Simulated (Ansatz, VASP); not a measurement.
# Two plane-wave programs on PbS

```xyz
2
Lattice="0.0000 2.9872 2.9872 2.9872 0.0000 2.9872 2.9872 2.9872 0.0000" Properties=species:S:1:pos:R:3 pbc="T T T"
Pb    0.0000    0.0000    0.0000
S     2.9872    2.9872    2.9872
```

Alike in both runs: task single point; functional HSE06; k mesh 6 × 6 × 6; no spin polarisation.

|  | VASP | Ansatz |
| --- | --- | --- |
| version | VASP 6.6.1 | Ansatz 0.2.0 |
| potentials or method | VASP PAW PBE potentials, release 64 (Pb_d, S) | plane waves, PAW |
| plane-wave cutoff (eV) | 520 | 420 |
| occupations | gaussian, width 0.01 eV | fixed |
| valence electrons in the cell | 20 | 20 |

VASP gave:

| Item | Value |
| --- | --- |
| gap on the k mesh at the Fermi level (eV) | 0.88 |
| pressure (GPa) | -0.3 |

Which values does Ansatz return?

gap on the k mesh at the Fermi level (eV): 0.88; pressure (GPa): -0.2.

Ansatz's warnings: stress exchange threshold loose, stress scf threshold loose.

Spin-orbit coupling is off throughout.
